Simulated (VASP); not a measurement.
# CsBa3 (Fm-3m) in VASP: notebook

The runs below take CsBa3 through single point, with r2SCAN.

All numbers are computed with VASP 6.6.1; they aren't measurements. Logs are shortened: lines on timing, memory, paths and dates and some standing lists are left out, and cuts for length are marked.

## 1. The cell of the first run

Symmetry: Fm-3m, No. 225, cubic system. Conventional cell: a = 10.443 Å, b = 10.443 Å, c = 10.443 Å, α = 90.00°, β = 90.00°, γ = 90.00°.

## 2. Single point, r2SCAN

The input, POSCAR:

```
CsBa3
1.0
    0.0000000000      5.2212840000      5.2212840000
    5.2212840000      0.0000000000      5.2212840000
    5.2212840000      5.2212840000      0.0000000000
Ba Cs
3 1
Direct
    0.5000000000      0.5000000000      0.5000000000
    0.7500000000      0.7500000000      0.7500000000
    0.2500000000      0.2500000000      0.2500000000
    0.0000000000      0.0000000000      0.0000000000
```

The input, INCAR.step1:

```
SYSTEM = CsBa3
ALGO = Normal
EDIFF = 1E-4
ENCUT = 520
GGA = PE
ISMEAR = 0
LASPH = .True.
LCHARG = .False.
LREAL = .False.
LWAVE = .True.
NBANDS = 28
NELM = 100
PREC = Accurate
SIGMA = 0.1
```

The input, INCAR.step2:

```
SYSTEM = CsBa3
ALGO = Normal
EDIFF = 1E-6
ENCUT = 520
ISIF = 2
ISMEAR = 0
ISTART = 1
LASPH = .True.
LCHARG = .False.
LMIXTAU = .True.
LREAL = .False.
LWAVE = .False.
METAGGA = R2SCAN
NBANDS = 28
NELM = 100
PREC = Accurate
SIGMA = 0.1
```

The input, KPOINTS:

```
k-points
0
Gamma
  4 4 4
  0 0 0
```

Potentials or basis: VASP PAW PBE potentials, release 64 (Ba_sv, Cs_sv).

Launch:

```
$ cat potpaw_PBE.64/Ba_sv/POTCAR potpaw_PBE.64/Cs_sv/POTCAR > POTCAR
$ cp INCAR.step1 INCAR
$ mpirun -np 1 vasp_std > vasp.out
$ cp INCAR.step2 INCAR
$ mpirun -np 1 vasp_std > vasp.out
```

OUTCAR:

```text
SYSTEM = CsBa3
   EDIFF = 1E-6
   ENCUT = 520
   ISIF = 2
   ISMEAR = 0
   ISTART = 1
   LASPH = .True.
   LREAL = .False.
   METAGGA = R2SCAN
   NELM = 100
   PREC = Accurate

 ion  position               nearest neighbor table
   1  0.500  0.500  0.500-   3 4.52   3 4.52   3 4.52   2 4.52   2 4.52   2 4.52   3 4.52   2 4.52

   2  0.750  0.750  0.750-   1 4.52   1 4.52   1 4.52   1 4.52
   3  0.250  0.250  0.250-   1 4.52   1 4.52   1 4.52   1 4.52
   4  0.000  0.000  0.000-

  LATTYP: Found a face centered cubic cell.
 ALAT       =    10.4425680000

  Lattice vectors:

 A1 = (   0.0000000000,   5.2212840000,   5.2212840000)
 A2 = (   5.2212840000,   0.0000000000,   5.2212840000)
 A3 = (   5.2212840000,   5.2212840000,   0.0000000000)

Analysis of symmetry for initial positions (statically):
=====================================================================
 Subroutine PRICEL returns:
 Original cell was already a primitive cell.

 Routine SETGRP: Setting up the symmetry group for a
 face centered cubic supercell.

 Subroutine GETGRP returns: Found 48 space group operations
 (whereof 48 operations were pure point group operations)
 out of a pool of 48 trial point group operations.

The static configuration has the point symmetry O_h .

Analysis of symmetry for dynamics (positions and initial velocities):
=====================================================================
 Subroutine PRICEL returns:
 Original cell was already a primitive cell.

 Routine SETGRP: Setting up the symmetry group for a
 face centered cubic supercell.

 Subroutine GETGRP returns: Found 48 space group operations
 (whereof 48 operations were pure point group operations)
 out of a pool of 48 trial point group operations.

The dynamic configuration has the point symmetry O_h .

 Subroutine INISYM returns: Found 48 space group operations
 (whereof 48 operations are pure point group operations),
 and found     1 'primitive' translations

----------------------------------------------------------------------------------------

                                     Primitive cell
[... 71 lines left out ...]
   ICHARG =      0    charge: 1-file 2-atom 10-const
   ISPIN  =      1    spin polarized calculation?
   LNONCOLLINEAR =      F non collinear calculations
   LSORBIT =      F    spin-orbit coupling
   LASPH  =      T    aspherical Exc in radial PAW
   ENCUT  =  520.0 eV  38.22 Ry    6.18 a.u.  13.73 13.73 13.73*2*pi/ulx,y,z
   NELM   =    100;   NELMIN=  2; NELMDL=  0     # of ELM steps
   EDIFF  = 0.1E-05   stopping-criterion for ELM
   LREAL  =      F    real-space projection
   EDIFFG = 0.1E-04   stopping-criterion for IOM
   NSW    =      0    number of steps for IOM
   IBRION =     -1    ionic relax: 0-MD 1-quasi-New 2-CG
   NFREE  =      0    steps in history (QN), initial steepest desc. (CG)
   ISIF   =      2    stress and relaxation
   ISYM   =      2    0-nonsym 1-usesym 2-fastsym
   POTIM  = 0.5000    time-step for ionic-motion
   TEBEG  =    0.0;   TEEND  =   0.0 temperature during run
   PSTRESS=    0.0 pullay stress
   NELECT =      39.0000    total number of electrons
   NUPDOWN=      -1.0000    fix difference up-down
   EMIN   =  10.00;   EMAX   =-10.00  energy-range for DOS
   EFERMI =   0.00;   METHOD = LEGACY
   ISMEAR =     0;   SIGMA  =   0.10  broadening in eV -4-tet -1-fermi 0-gaus
   EFERMI_NEDOS =   21; number of points for ismear=-14 and -15
   IALGO  =     38    algorithm
   IMIX   =      4    mixing-type and parameters
     AMIX     =   0.40;   BMIX     =  1.00
     AMIX_MAG =   1.60;   BMIX_MAG =  1.00
  volume/ion in A,a.u.               =      71.17       480.28
  Fermi-wavevector in a.u.,A,eV,Ry     =   0.843935  1.594806  9.690429  0.712226
  Thomas-Fermi vector in A             =   1.958883
   LORBIT       =      0    0 simple, 1 ext, 2 COOP (PROOUT), +10 PAW based schemes
   METAGGA = R2SCAN    functional components
   LHFCALC =     F    Hartree Fock is set to
   AEXX    =    0.0000 exact exchange contribution
   IVDW    =     0    specifies the selected vdW correction
   LEPSILON=     F    determine dielectric tensor
   LRPA    =     F    only Hartree local field effects (RPA)
 non-spin polarized calculation
 Gauss-broadening in eV      SIGMA  =   0.10
  energy-cutoff  :      520.00
  volume of cell :      284.68
 maximum number of plane-waves:      7727
 NGX is ok and might be reduce to    56
   NGX = 27   NGY = 27   NGZ = 27

 number of electron      39.0000000 magnetization

 Free energy of the ion-electron system (eV)
  ---------------------------------------------------
  ext. energy  EPLUGINS =         0.00000000
  ---------------------------------------------------
  free energy    TOTEN  =      -103.64035990 eV

  energy without entropy =     -103.59047940  energy(sigma->0) =     -103.61541965

 E-fermi :   1.4000     XC(G=0):  -7.3471

 val. band max:        1.3421588209   @ k =   0.5000   0.2500   0.0000
 cond. band min:       1.4177703201   @ k =   0.2500   0.2500   0.0000
 fundamental gap:      0.0756114992
 Fermi energy:         1.4000211934

 k-point     1 :       0.0000    0.0000    0.0000
  band No.  band energies     occupation
      1     -28.8945      2.00000
      2     -28.8871      2.00000
      3     -28.7450      2.00000
      4     -22.2927      2.00000
      5     -13.6537      2.00000
      6     -13.6537      2.00000
[... 237 lines left out ...]
     27       2.8268      0.00000
     28       3.2650      0.00000

------------------------ aborting loop because EDIFF is reached ----------------------------------------

  FORCE on cell =-STRESS in cart. coord.  units (eV):
  Direction    XX          YY          ZZ          XY          YZ          ZX
  --------------------------------------------------------------------------------------
  -------------------------------------------------------------------------------------
  Total        0.4813101      0.4813101      0.4813101     -0.0000000      0.0000000      0.0000000
  in kB        2.7087790      2.7087790      2.7087790     -0.0000000      0.0000000      0.0000000
  external PRESSURE =       2.7087790 kB  Pullay stress =       0.0000000 kB

 VOLUME and BASIS-vectors are now :
 -----------------------------------------------------------------------------
  energy-cutoff  :      520.00
  volume of cell :      284.68
      direct lattice vectors                 reciprocal lattice vectors
     0.000000000  5.221284000  5.221284000    -0.095761885  0.095761885  0.095761885
     5.221284000  0.000000000  5.221284000     0.095761885 -0.095761885  0.095761885
     5.221284000  5.221284000  0.000000000     0.095761885  0.095761885 -0.095761885

 POSITION                                       TOTAL-FORCE (eV/Angst)
 -----------------------------------------------------------------------------------
      5.22128      5.22128      5.22128         0.000000     -0.000000     -0.000000
      7.83193      7.83193      7.83193        -0.000000     -0.000000     -0.000000
      2.61064      2.61064      2.61064         0.000000      0.000000      0.000000
      0.00000      0.00000      0.00000         0.000000     -0.000000     -0.000000
 -----------------------------------------------------------------------------------
    total drift:                               -0.000000      0.000000      0.000000

  FREE ENERGIE OF THE ION-ELECTRON SYSTEM (eV)
  ---------------------------------------------------
  free  energy   TOTEN  =      -103.6403598974 eV

  energy  without entropy=     -103.5904793984  energy(sigma->0) =     -103.61541965
```

OUTCAR.step1:

```text
SYSTEM = CsBa3
   EDIFF = 1E-4
   ENCUT = 520
   GGA = PE
   ISMEAR = 0
[... 459 lines left out ...]
      5.22128      5.22128      5.22128         0.000000      0.000000      0.000000
      7.83193      7.83193      7.83193        -0.000000     -0.000000     -0.000000
      2.61064      2.61064      2.61064         0.000000      0.000000      0.000000
      0.00000      0.00000      0.00000         0.000000      0.000000      0.000000
 -----------------------------------------------------------------------------------
    total drift:                               -0.000000      0.000000      0.000000

  FREE ENERGIE OF THE ION-ELECTRON SYSTEM (eV)
  ---------------------------------------------------
  free  energy   TOTEN  =        -5.9593996136 eV

  energy  without entropy=       -5.9061359743  energy(sigma->0) =       -5.93276779
```

Run time: 2.8 min. Hardware: 1 thread of Intel Xeon 6975P-C (Granite Rapids), shared host; peak memory 0.49 GiB.

What came out:

```yaml
Free_energy: -103.6404 eV
Pressure: 0.3 GPa
```

Levels at points of the mesh, in eV from the Fermi level:
```tsv
k point	band 15	band 16	band 17	band 18	band 19	band 20	band 21	band 22	band 23	band 24
(0.00, 0.00, 0.00)	-10.20	-10.20	-2.60	-0.30	-0.30	0.66	0.66	0.66	0.66	0.66
(0.50, 0.00, 0.00)	-10.20	-10.20	-1.31	-1.03	0.36	0.36	0.43	0.43	0.54	0.95
(0.50, 0.50, 0.00)	-10.19	-10.19	-0.90	-0.88	-0.70	-0.37	0.73	0.97	0.97	1.10
```

Caveat: the PAW data sets were made with another functional, which shifts forces and pressure a little; spin-orbit coupling is left out, which moves the levels of the heavy elements.

## 3. Single point, r2SCAN

POSCAR is that of step 2.

The input, INCAR.step1:

```
PREC = Accurate
ENCUT = 520
ISMEAR = 0
SIGMA = 0.1
LREAL = False
LASPH = True
NELM = 80
NBANDS = 28
GGA = PE
ALGO = Normal
EDIFF = 1E-4
LWAVE = True
LCHARG = False
```

The input, INCAR.step2:

```
PREC = Accurate
ENCUT = 520
EDIFF = 1E-7
ISMEAR = 0
SIGMA = 0.1
LREAL = False
LASPH = True
NELM = 80
ALGO = Normal
ISIF = 2
LWAVE = False
LCHARG = True
METAGGA = R2SCAN
LMIXTAU = True
LELF = True
LVHAR = True
NBANDS = 28
ISTART = 1
```

The input, KPOINTS:

```
regular mesh
0
Gamma
  4 4 4
```

Potentials or basis: VASP PAW PBE potentials, release 64 (Ba_sv, Cs_sv).

Launch:

```
$ cat potpaw_PBE.64/Ba_sv/POTCAR potpaw_PBE.64/Cs_sv/POTCAR > POTCAR
$ cp INCAR.step1 INCAR
$ mpirun -np 1 vasp_std > vasp.out
$ cp INCAR.step2 INCAR
$ mpirun -np 1 vasp_std > vasp.out
```

Run time: 3.6 min. Hardware: 1 thread of Intel Xeon 6975P-C (Granite Rapids), shared host; peak memory 0.48 GiB.

Results (log left out):

```
Free energy : -103.6404 eV
Pressure    : 0.3 GPa
```

Levels at points of the mesh, in eV from the Fermi level:
| k point | band 16 | band 17 | band 18 | band 19 | band 20 | band 21 | band 22 | band 23 |
| --- | --- | --- | --- | --- | --- | --- | --- | --- |
| (0.00, 0.00, 0.00) | -10.20 | -2.60 | -0.30 | -0.30 | 0.66 | 0.66 | 0.66 | 0.66 |
| (0.50, 0.00, 0.00) | -10.20 | -1.31 | -1.03 | 0.36 | 0.36 | 0.43 | 0.43 | 0.54 |
| (0.50, 0.50, 0.00) | -10.19 | -0.90 | -0.88 | -0.70 | -0.37 | 0.73 | 0.97 | 0.97 |

Caveat: the PAW data sets were made with another functional, which shifts forces and pressure a little; spin-orbit coupling is left out, which moves the levels of the heavy elements.
